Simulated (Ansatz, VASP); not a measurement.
This is a calculation of AlN for VASP 6.6.1.

INCAR

```
PREC     = Accurate       # precision mode
ENCUT    = 520            # plane-wave cutoff, eV
EDIFF    = 1E-7           # SCF threshold, eV
ISMEAR   = -1             # smearing method
SIGMA    = 0.05           # smearing width, eV
LREAL    = False          # projectors in reciprocal space
LASPH    = True           # aspherical terms in the spheres
NELM     = 100            # most SCF steps
ALGO     = Normal         # electronic algorithm
ISIF     = 2              # what is computed and relaxed
LWAVE    = False          # write WAVECAR
LCHARG   = True           # write CHGCAR
GGA      = PE             # functional
IVDW     = 13             # dispersion correction
LELF     = True           # ELF
LVHAR    = True         
NBANDS   = 16             # bands
```

Contents of KPOINTS:

```
regular mesh
0
Gamma
  10 10 6
```

The input POSCAR:

```
AlN
1.0
    3.0709272750      0.0000000000      0.0000000000
   -1.5354636375      2.6595010333      0.0000000000
    0.0000000000      0.0000000000      4.9136809369
Al N
2 2
Direct
    0.6666666667      0.3333333333      0.5000000000
    0.3333333333      0.6666666667      0.0000000000
    0.6666666667      0.3333333333      0.8800000000
    0.3333333333      0.6666666667      0.3800000000
```

Potentials or basis: VASP PAW PBE potentials, release 64 (Al, N).

Run with:

```sh
$ cat potpaw_PBE.64/Al/POTCAR potpaw_PBE.64/N/POTCAR > POTCAR
$ mpirun -np 1 vasp_std > vasp.out
```

Q: Set up the same calculation for Ansatz 0.2.0. Potentials there: Ansatz PAW.

A: As run (the cutoff follows the program's own potentials):

File input.yaml:

```yaml
crystal:
  lattice:
    - [3.070927275, 0.0, 0.0]
    - [-1.5354636375, 2.6595010333, 0.0]
    - [0.0, 0.0, 4.9136809369]
  atoms:
    - { symbol: Al, position: [0.6666666667, 0.3333333333, 0.5] }
    - { symbol: Al, position: [0.3333333333, 0.6666666667, 0.0] }
    - { symbol: "N", position: [0.6666666667, 0.3333333333, 0.88] }
    - { symbol: "N", position: [0.3333333333, 0.6666666667, 0.38] }
hamiltonian:
  xc: pbe
  pseudopotentials: { kind: paw }
  dispersion: d4
kpoints:
  mp_grid: { grid: [10, 10, 6] }
scf:
  occupations: { method: fermi_dirac, width: 0.05 }
output:
  forces: true
  stress: true
  eigenvalues: true
```

Potentials or basis: Ansatz PAW.

Command:

```bash
$ ansatz run input.yaml --threads 2 --pin off --max-ram 5120MiB --backend cpu --events-out ev --progress --plain --runs-dir out
```

Both were run:

|  | VASP | Ansatz | Ansatz less VASP |
| --- | --- | --- | --- |
| gap on the k mesh at the Fermi level (eV) | 4.59 | 4.58 | -0.012 |
| least direct gap on the mesh (eV) | 4.59 | 4.58 | -0.012 |
| pressure (GPa) | 7.6 | 7.8 | +0.24 |
| traceless stress, the component that is largest in VASP (GPa) | 0.97 | 0.92 | -0.050 |
| rms of the force components (eV/Å) | 0.093 | 0.093 | -0.0002 |

Atom by atom the forces differ by 0.000 eV/Å (rms over components).
